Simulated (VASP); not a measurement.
Input of a VASP 6.6.1 run:

The input INCAR:

```
PREC = Accurate ; ENCUT = 520
EDIFF = 1E-7 ; ISMEAR = 0
SIGMA = 0.02 ; LREAL = False
LASPH = True ; NELM = 80
ALGO = Normal ; ISIF = 2
LWAVE = False ; LCHARG = False
GGA = PE ; NBANDS = 48
```

The input KPOINTS:

```
regular mesh
0
Gamma
  12 12 2
```

The input POSCAR:

```
InSe
1.0
    4.0340159640      0.0000000000      0.0000000000
   -2.0170079820      3.4935603041      0.0000000000
    0.0000000000      0.0000000000     16.8940003258
In Se
4 4
Direct
    0.3333333333      0.6666666667      0.1671843711
    0.6666666667      0.3333333333      0.6671843711
    0.3333333333      0.6666666667      0.3328156289
    0.6666666667      0.3333333333      0.8328156289
    0.3333333333      0.6666666667      0.5910320480
    0.6666666667      0.3333333333      0.0910320480
    0.3333333333      0.6666666667      0.9089679520
    0.6666666667      0.3333333333      0.4089679520
```

Potentials or basis: VASP PAW PBE potentials, release 64 (In_d, Se).

The run is started by

```bash
$ cat potpaw_PBE.64/In_d/POTCAR potpaw_PBE.64/Se/POTCAR > POTCAR
$ mpirun -np 1 vasp_std > vasp.out
```

(1) Predict the largest force.

(2) What does it give for the band gap on the k mesh?

(3) What does it give for the pressure?

Answers

(1) 0.018 eV/Å.

(2) 0.39 eV.

(3) 1.6 GPa.

Caveat: spin-orbit coupling is left out, which moves the levels of the heavy elements; this functional lacks dispersion, which binds the layers, so the pressure and a relaxed spacing across them are unreliable.
